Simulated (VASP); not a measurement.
Wanted: the native input for a VASP 6.6.1 run.

- Task: single point
- Functional: PBE
- Potentials or basis: VASP PAW PBE potentials, release 64 (Au)
- Cutoff: 520 eV
- k mesh: 20 × 20 × 20
- Occupations: gaussian, width 0.15 eV
- Spin: no spin polarisation
- Dipole correction: no
- Further INCAR settings: ALGO = Fast; EDIFF = 1e-06; NBANDS = 12

The structure of Au lies in POSCAR:

```
Au
1.0
    0.0000000000      2.2091400000      1.9636800000
    2.2091400000      0.0000000000      1.9636800000
    2.2091400000      2.2091400000      0.0000000000
Au
1
Direct
    0.0000000000      0.0000000000      0.0000000000
```

This cell differs from its parent crystal: strain +0.080 along x and y, -0.040 along z.

The input as run:

INCAR

```
ALGO     = Fast           # electronic algorithm
EDIFF    = 1E-6           # SCF threshold, eV
ENCUT    = 520            # plane-wave cutoff, eV
GGA      = PE             # functional
ISIF     = 2              # what is computed and relaxed
ISMEAR   = 0              # smearing method
LASPH    = True           # aspherical terms in the spheres
LCHARG   = True           # write CHGCAR
LELF     = True           # ELF
LREAL    = False          # projectors in reciprocal space
LVHAR    = True         
LWAVE    = False          # write WAVECAR
NBANDS   = 12             # bands
NELM     = 60             # most SCF steps
PREC     = Accurate       # precision mode
SIGMA    = 0.15           # smearing width, eV
```

KPOINTS

```
k-points
0
Gamma
  20 20 20
```

Potentials or basis: VASP PAW PBE potentials, release 64 (Au).

Command:

```console
$ cat potpaw_PBE.64/Au/POTCAR > POTCAR
$ mpirun -np 1 vasp_std > vasp.out
```

It gave:

* Pressure: -7.3 GPa
* Band gap on the k mesh: zero (an odd number of electrons rules out a gap without spin polarisation)

Caveat: the cell differs from its parent crystal (strain +0.080 along x and y, -0.040 along z); the cell stands under tension; spin-orbit coupling is left out, which moves the levels of the heavy elements.

Run time: 71 s on 1 thread of Intel(R) Xeon(R) Platinum 8488C (Sapphire Rapids), on a shared host, peak memory 0.26 GiB.
